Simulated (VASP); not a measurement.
# Cu in VASP: a series of runs

Cu is run at these levels: PBEsol; tasks: single point.

Everything below comes from runs of VASP 6.6.1. Logs are shortened: lines on timing, memory, paths and dates and some standing lists are left out, and cuts for length are marked.

## (1) The cell of the first run

The structure is trigonal, space group R-3m (No. 166). The conventional cell has a = 2.569 Å, b = 2.569 Å, c = 6.199 Å, α = 90.00°, β = 90.00°, γ = 120.00°. Cu (site symmetry -3m) has 12 Cu at 2.54 to 2.57 Å within 3.4 Å.

## (2) Single point, PBEsol (equal xy, yz and zx shear strains of -1 %)

Input file INCAR:

```
  PREC = Accurate
  ENCUT = 520
  EDIFF = 1E-6
  ISMEAR = -1
  SIGMA = 0.03
  LREAL = False
  LASPH = True
  NELM = 60
  ALGO = Normal
  ISIF = 2
  LWAVE = False
  LCHARG = False
  GGA = PS
  NBANDS = 12
```

Input file KPOINTS:

```
Automatic mesh
0
Gamma
  17 17 17
```

Input file POSCAR:

```
Cu
1.0
   -0.0180750000      1.7984625000      1.7984625000
    1.7984625000     -0.0180750000      1.7984625000
    1.7984625000      1.7984625000     -0.0180750000
Cu
1
Direct
    0.0000000000      0.0000000000      0.0000000000
```

Potentials or basis: VASP PAW PBE potentials, release 64 (Cu).

Started as:

```
$ cat potpaw_PBE.64/Cu/POTCAR > POTCAR
$ mpirun -np 1 vasp_std > vasp.out
```

OUTCAR:

```text
PREC = Accurate
   ENCUT = 520
   EDIFF = 1E-6
   ISMEAR = -1
   LREAL = False
   LASPH = True
   NELM = 60
   ISIF = 2
   GGA = PS

 ion  position               nearest neighbor table
   1  0.000  0.000  0.000-

  LATTYP: Found a trigonal (rhomboedric) cell.
 ALAT       =     2.5434742840
 COS(alpha) =     0.4899250057

  Lattice vectors:

 A1 = (  -0.0180750000,   1.7984625000,   1.7984625000)
 A2 = (   1.7984625000,  -0.0180750000,   1.7984625000)
 A3 = (   1.7984625000,   1.7984625000,  -0.0180750000)

Analysis of symmetry for initial positions (statically):
=====================================================================
 Subroutine PRICEL returns:
 Original cell was already a primitive cell.

 Routine SETGRP: Setting up the symmetry group for a
 trigonal (rhombohedral) supercell.

 Subroutine GETGRP returns: Found 12 space group operations
 (whereof 12 operations were pure point group operations)
 out of a pool of 12 trial point group operations.

The static configuration has the point symmetry D_3d.

Analysis of symmetry for dynamics (positions and initial velocities):
=====================================================================
 Subroutine PRICEL returns:
 Original cell was already a primitive cell.

 Routine SETGRP: Setting up the symmetry group for a
 trigonal (rhombohedral) supercell.

 Subroutine GETGRP returns: Found 12 space group operations
 (whereof 12 operations were pure point group operations)
 out of a pool of 12 trial point group operations.

The dynamic configuration has the point symmetry D_3d.

 Subroutine INISYM returns: Found 12 space group operations
 (whereof 12 operations are pure point group operations),
 and found     1 'primitive' translations

----------------------------------------------------------------------------------------

                                     Primitive cell

  volume of cell :      11.8095

  direct lattice vectors                    reciprocal lattice vectors
    -0.018075000  1.798462500  1.798462500    -0.273858782  0.276639074  0.276639074
     1.798462500 -0.018075000  1.798462500     0.276639074 -0.273858782  0.276639074
     1.798462500  1.798462500 -0.018075000     0.276639074  0.276639074 -0.273858782

  length of vectors
     2.543474284  2.543474284  2.543474284     0.477553125  0.477553125  0.477553125

  position of ions in fractional coordinates (direct lattice)
     0.000000000  0.000000000  0.000000000

  ion indices of the primitive-cell ions
   primitive index   ion index
                 1           1

----------------------------------------------------------------------------------------

 KPOINTS: Automatic mesh

Automatic generation of k-mesh.
 Grid dimensions read from file:
 generate k-points for:   17   17   17

 Generating k-lattice:

  Cartesian coordinates                     Fractional coordinates (reciprocal lattice)
    -0.016109340  0.016272887  0.016272887     0.058823529  0.000000000 -0.000000000
     0.016272887 -0.016109340  0.016272887     0.000000000  0.058823529 -0.000000000
     0.016272887  0.016272887 -0.016109340     0.000000000  0.000000000  0.058823529

  Length of vectors
     0.028091360  0.028091360  0.028091360

  Shift w.r.t. Gamma in fractional coordinates (k-lattice)
     0.000000000  0.000000000  0.000000000

 Subroutine IBZKPT returns following result:
 ===========================================

 Found    489 irreducible k-points:

 Following reciprocal coordinates:
            Coordinates               Weight
  0.000000  0.000000  0.000000      1.000000
  0.058824 -0.000000 -0.000000      6.000000
  0.117647  0.000000 -0.000000      6.000000
  0.176471  0.000000  0.000000      6.000000
  0.235294  0.000000 -0.000000      6.000000
  0.294118 -0.000000 -0.000000      6.000000
[... 16 lines left out ...]
 -0.176471  0.058824  0.000000     12.000000
 -0.117647  0.058824  0.000000     12.000000
 [... further k-points ...]
   k-points           NKPTS =    489   k-points in BZ     NKDIM =    489   number of bands    NBANDS=     12
   number of dos      NEDOS =    301   number of ions     NIONS =      1
   total plane-waves  NPLWV =   8000
   dimension x,y,z NGX =    20 NGY =   20 NGZ =   20
   dimension x,y,z NGXF=    40 NGYF=   40 NGZF=   40
   ions per type =               1
   NGX,Y,Z   is equivalent  to a cutoff of  13.07, 13.07, 13.07 a.u.
   NGXF,Y,Z  is equivalent  to a cutoff of  26.14, 26.14, 26.14 a.u.
 SYSTEM =  unknown system
   PREC   = accura    normal or accurate (medium, high low for compatibility)
   ISTART =      0    job   : 0-new  1-cont  2-samecut
   ICHARG =      2    charge: 1-file 2-atom 10-const
   ISPIN  =      1    spin polarized calculation?
   LNONCOLLINEAR =      F non collinear calculations
   LSORBIT =      F    spin-orbit coupling
   LASPH  =      T    aspherical Exc in radial PAW
   ENCUT  =  520.0 eV  38.22 Ry    6.18 a.u.   4.73  4.73  4.73*2*pi/ulx,y,z
   NELM   =     60;   NELMIN=  2; NELMDL= -5     # of ELM steps
   EDIFF  = 0.1E-05   stopping-criterion for ELM
   LREAL  =      F    real-space projection
   EDIFFG = 0.1E-04   stopping-criterion for IOM
   NSW    =      0    number of steps for IOM
   IBRION =     -1    ionic relax: 0-MD 1-quasi-New 2-CG
   NFREE  =      0    steps in history (QN), initial steepest desc. (CG)
   ISIF   =      2    stress and relaxation
   ISYM   =      2    0-nonsym 1-usesym 2-fastsym
   POTIM  = 0.5000    time-step for ionic-motion
   TEBEG  =    0.0;   TEEND  =   0.0 temperature during run
   PSTRESS=    0.0 pullay stress
   NELECT =      11.0000    total number of electrons
   NUPDOWN=      -1.0000    fix difference up-down
   EMIN   =  10.00;   EMAX   =-10.00  energy-range for DOS
   EFERMI =   0.00;   METHOD = LEGACY
   ISMEAR =    -1;   SIGMA  =   0.03  broadening in eV -4-tet -1-fermi 0-gaus
   EFERMI_NEDOS =   21; number of points for ismear=-14 and -15
   IALGO  =     38    algorithm
   IMIX   =      4    mixing-type and parameters
     AMIX     =   0.40;   BMIX     =  1.00
     AMIX_MAG =   1.60;   BMIX_MAG =  1.00
  volume/ion in A,a.u.               =      11.81        79.69
  Fermi-wavevector in a.u.,A,eV,Ry     =   1.598803  3.021300 34.778823  2.556171
  Thomas-Fermi vector in A             =   2.696196
   LORBIT       =      0    0 simple, 1 ext, 2 COOP (PROOUT), +10 PAW based schemes
   GGA     = PS    functional components
   LHFCALC =     F    Hartree Fock is set to
   AEXX    =    0.0000 exact exchange contribution
   IVDW    =     0    specifies the selected vdW correction
   LEPSILON=     F    determine dielectric tensor
   LRPA    =     F    only Hartree local field effects (RPA)
 non-spin polarized calculation
  energy-cutoff  :      520.00
  volume of cell :       11.81
 maximum number of plane-waves:       331
   NGX =  9   NGY =  9   NGZ =  9

 number of electron      11.0000000 magnetization

 Free energy of the ion-electron system (eV)
  ---------------------------------------------------
  ext. energy  EPLUGINS =         0.00000000
  ---------------------------------------------------
  free energy    TOTEN  =        -4.29877630 eV

  energy without entropy =       -4.29784210  energy(sigma->0) =       -4.29830920

 E-fermi :   7.4603     XC(G=0): -12.9090

 val. band max:        7.4405211883   @ k =  -0.3529   0.1765   0.0000
 cond. band min:       7.4690366007   @ k =  -0.2941   0.2353  -0.0000
 fundamental gap:      0.0285154124
 Fermi energy:         7.4603380496

 k-point     1 :       0.0000    0.0000    0.0000
  band No.  band energies     occupation
      1      -1.9885      2.00000
      2       4.3377      2.00000
      3       4.3377      2.00000
      4       4.4183      2.00000
      5       5.1989      2.00000
      6       5.1989      2.00000
      7      29.9488      0.00000
      8      32.3536      0.00000
      9      32.3536      0.00000
     10      33.1339      0.00000
     11      34.8704      0.00000
     12      34.8704      0.00000

 k-point     2 :       0.0588   -0.0000   -0.0000
  band No.  band energies     occupation
      1      -1.8633      2.00000
      2       4.3160      2.00000
      3       4.3596      2.00000
      4       4.4379      2.00000
      5       5.1901      2.00000
      6       5.1902      2.00000
      7      29.1051      0.00000
      8      31.0799      0.00000
      9      31.9737      0.00000
     10      32.6640      0.00000
     11      35.4305      0.00000
     12      35.9049      0.00000

 k-point     3 :       0.1176    0.0000   -0.0000
  band No.  band energies     occupation
      1      -1.4923      2.00000
      2       4.2492      2.00000
      3       4.4144      2.00000
      4       4.4958      2.00000
      5       5.1740      2.00000
      6       5.1744      2.00000
      7      26.3910      0.00000
      8      30.5957      0.00000
      9      31.2945      0.00000
     10      31.9391      0.00000
     11      36.5876      0.00000
     12      36.8029      0.00000
[... 286 lines left out ...]
 k-point    23 :      -0.1765    0.0588    0.0000
  band No.  band energies     occupation
      1      -0.5451      2.00000
      2       4.0963      2.00000
      3       4.4938      2.00000
      4       4.5981      2.00000
      5       5.0941      2.00000
      6       5.3116      2.00000
      7      22.4560      0.00000
      8      27.3853      0.00000
      9      31.5772      0.00000
     10      32.8973      0.00000
     11      35.3785      0.00000
     12      35.8850      0.00000

 k-point    24 :      -0.1176    0.0588    0.0000
  band No.  band energies     occupation
      1      -1.2107      2.00000
      2       4.1831      2.00000
      3       4.4590      2.00000
      4       4.5429      2.00000
      5       5.0988      2.00000
      6       5.2419      2.00000
      7      25.4644      0.00000
      8      27.9991      0.00000
      9      31.8164      0.00000
     10      33.3730      0.00000
     11      35.5755      0.00000
     12      36.3573      0.00000

 [... further k-points ...]
[... 5 lines left out ...]
  --------------------------------------------------------------------------------------
  -------------------------------------------------------------------------------------
  Total       -0.4377345     -0.4377345     -0.4377345      0.0523029      0.0523029      0.0523029
  in kB      -59.3866861    -59.3866861    -59.3866861      7.0958401      7.0958401      7.0958401
  external PRESSURE =     -59.3866861 kB  Pullay stress =       0.0000000 kB

 VOLUME and BASIS-vectors are now :
 -----------------------------------------------------------------------------
  energy-cutoff  :      520.00
  volume of cell :       11.81
      direct lattice vectors                 reciprocal lattice vectors
    -0.018075000  1.798462500  1.798462500    -0.273858782  0.276639074  0.276639074
     1.798462500 -0.018075000  1.798462500     0.276639074 -0.273858782  0.276639074
     1.798462500  1.798462500 -0.018075000     0.276639074  0.276639074 -0.273858782

 POSITION                                       TOTAL-FORCE (eV/Angst)
 -----------------------------------------------------------------------------------
      0.00000      0.00000      0.00000         0.000000     -0.000000      0.000000
 -----------------------------------------------------------------------------------
    total drift:                               -0.000000     -0.000000     -0.000000

  FREE ENERGIE OF THE ION-ELECTRON SYSTEM (eV)
  ---------------------------------------------------
  free  energy   TOTEN  =        -4.2987762996 eV

  energy  without entropy=       -4.2978420969  energy(sigma->0) =       -4.29830920
```

It took 94 s on 1 thread of AMD EPYC 7R13, shared host; peak memory 0.15 GiB.

What came out:

| Quantity | Value |
| --- | --- |
| Free energy | -4.2988 eV |
| Pressure | -5.9 GPa |

Levels at points of the mesh, in eV from the Fermi level:
```
           k point  band 3  band 4  band 5  band 6  band 7  band 8  band 9  band 10
(0.00, 0.00, 0.00)   -3.12   -3.04   -2.26   -2.26   22.49   24.89   24.89    25.67
```

Caveat: the cell differs from its parent crystal (equal xy, yz and zx shear strains of -1 %); the PAW data sets were made with another functional, which shifts forces and pressure a little.

[end of part 1 of 3]
